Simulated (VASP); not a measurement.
C: single point with r2SCAN

C:

```
C
1.0
     2.57259    0.00000    0.00000
    -1.28629    2.22792    0.00000
     0.00000    0.00000    8.69434
C
8
Direct
  0.00000 0.00000 0.09293
  0.00000 0.00000 0.59293
  0.00000 0.00000 0.40707
  0.00000 0.00000 0.90707
  0.33333 0.66667 0.15550
  0.66667 0.33333 0.65550
  0.33333 0.66667 0.34450
  0.66667 0.33333 0.84450
```

This cell differs from its parent crystal: strain +0.025 along x and y, +0.050 along z.

* Program: VASP 6.6.1
* Task: single point
* Functional: r2SCAN
* Potentials or basis: VASP PAW PBE potentials, release 64 (C)
* Cutoff: 520 eV
* k mesh: 12 × 12 × 4
* Occupations: gaussian, width 0.05 eV
* Spin: no spin polarisation
* Dipole correction: no
* Further INCAR settings: ALGO = Normal; EDIFF = 1e-07; NBANDS = 26

| Property | Result |
| --- | --- |
| Pressure | -35.9 GPa |
| Largest force | 0.180 eV/Å |
| Band gap on the k mesh | 4.70 eV, indirect (least direct gap 4.88 eV) |

Forces on the atoms (eV/Å):
```
C    0.000  0.000  0.165
C    0.000  0.000  0.165
C    0.000  0.000 -0.165
C    0.000  0.000 -0.165
C    0.000  0.000 -0.180
C    0.000  0.000 -0.180
C    0.000  0.000  0.180
C    0.000  0.000  0.180
```

Stress tensor (GPa, compression positive):
```
-27.98   0.00   0.00
  0.00 -27.98   0.00
  0.00   0.00 -51.68
```

Levels at points of the mesh, in eV from the valence-band top:
| k point | band 12 | band 13 | band 14 | band 15 | band 16 | band 17 | band 18 | band 19 | band 20 | band 21 |
| --- | --- | --- | --- | --- | --- | --- | --- | --- | --- | --- |
| (0.00, 0.00, 0.00) | -1.54 | -1.54 | -0.19 | 0.00 | 0.00 | 4.88 | 5.58 | 5.58 | 7.29 | 7.29 |
| (0.50, 0.00, 0.00) | -4.78 | -4.69 | -4.68 | -3.56 | -2.98 | 4.93 | 5.18 | 5.95 | 6.19 | 6.27 |
| (0.00, 0.00, 0.50) | -2.35 | -0.56 | -0.56 | -0.56 | -0.56 | 6.27 | 6.27 | 6.27 | 6.27 | 6.49 |
| (0.50, 0.00, 0.50) | -5.66 | -4.58 | -4.58 | -3.58 | -3.58 | 5.23 | 5.23 | 6.71 | 6.71 | 7.56 |

Wall time 120 s on 1 thread of Intel(R) Xeon(R) 6975P-C (Granite Rapids) (shared host), peak memory 0.19 GiB.

Caveat: the cell differs from its parent crystal (strain +0.025 along x and y, +0.050 along z); the PAW data sets were made with another functional, which shifts forces and pressure a little. A k mesh can miss the band edges.
